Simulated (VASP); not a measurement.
Wanted: the native input for a VASP 6.6.1 run.

| Quantity | Value |
| --- | --- |
| Task | single point |
| Functional | PBE |
| Potentials or basis | VASP PAW PBE potentials, release 64 (Be, C) |
| Cutoff | 520 eV |
| k mesh | 7 × 7 × 9 |
| Occupations | fermi-dirac, width 0.05 eV |
| Spin | no spin polarisation |
| Dipole correction | no |
| Further INCAR settings | ALGO = Normal; EDIFF = 1e-06; NBANDS = 13 |

The structure of Be3C lies in POSCAR:

```
Be3C
1.0
   -1.5523031600      1.5523031600      3.6717237300
    1.5523031600     -1.5523031600      3.6717237300
    1.5523031600      1.5523031600     -3.6717237300
Be C
3 1
Direct
    0.5555440000      0.0716470000      0.4999160000
    0.9444700000      0.4218100000      0.4913110000
    0.5068780000      0.4975450000      0.0085010000
    0.2513960000      0.7424610000      0.4890450000
```

One way to write it, as run:

INCAR

```
SYSTEM = Be3C
  PREC = Accurate
  ENCUT = 520
  EDIFF = 1E-6
  ISMEAR = -1
  SIGMA = 0.05
  LREAL = .FALSE.
  LASPH = .TRUE.
  NELM = 100
  ALGO = Normal
  ISIF = 2
  LWAVE = .FALSE.
  LCHARG = .FALSE.
  GGA = PE
  NBANDS = 13
```

KPOINTS

```
regular mesh
0
G
  7 7 9
  0 0 0
```

Potentials or basis: VASP PAW PBE potentials, release 64 (Be, C).

Launch:

```console
$ cat potpaw_PBE.64/Be/POTCAR potpaw_PBE.64/C/POTCAR > POTCAR
$ mpirun -np 1 vasp_std > vasp.out
```

Results of the run:

```
Pressure               : 29.5 GPa
Largest force          : 2.526 eV/Å
Band gap on the k mesh : zero (bands 5 and 6 overlap by 2.82 eV)
```

Caveat: the stress differs along the axes, from -32 to 63 GPa; forces of over 1 eV/Å act on the atoms, so gaps and moduli don't describe the material at rest.

Run time: 2 min on 1 thread of Oxide Virtual Turin-like Processor (shared host), peak memory 0.19 GiB.
